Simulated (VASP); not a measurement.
A run of VASP 6.6.1 is set up as follows.

The input INCAR:

```
PREC     = Accurate       # precision mode
ENCUT    = 520            # plane-wave cutoff, eV
EDIFF    = 1E-6           # SCF threshold, eV
ISMEAR   = -1             # smearing method
SIGMA    = 0.08           # smearing width, eV
LREAL    = False          # projectors in reciprocal space
LASPH    = True           # aspherical terms in the spheres
NELM     = 100            # most SCF steps
ALGO     = Normal         # electronic algorithm
ISIF     = 2              # what is computed and relaxed
LWAVE    = False          # write WAVECAR
LCHARG   = False          # write CHGCAR
GGA      = PE             # functional
NBANDS   = 7              # bands
```

The input KPOINTS:

```
Automatic mesh
0
Gamma
  21 21 21
```

Contents of POSCAR:

```
Be
1.0
   -1.0052978081      1.0052978081      1.0052978081
    1.0052978081     -1.0052978081      1.0052978081
    1.0052978081      1.0052978081     -1.0052978081
Be
1
Direct
    0.0000000000      0.0000000000      0.0000000000
```

Potentials or basis: VASP PAW PBE potentials, release 64 (Be).

Launch:

```sh
$ cat potpaw_PBE.64/Be/POTCAR > POTCAR
$ mpirun -np 1 vasp_std > vasp.out
```

Q: What does it give for the band gap on the k mesh?

A: Zero (band 1 reaches 20.83 eV, above the bottom of band 2 at 12.70 eV).

Q: Predict the pressure.

A: 240.3 GPa.
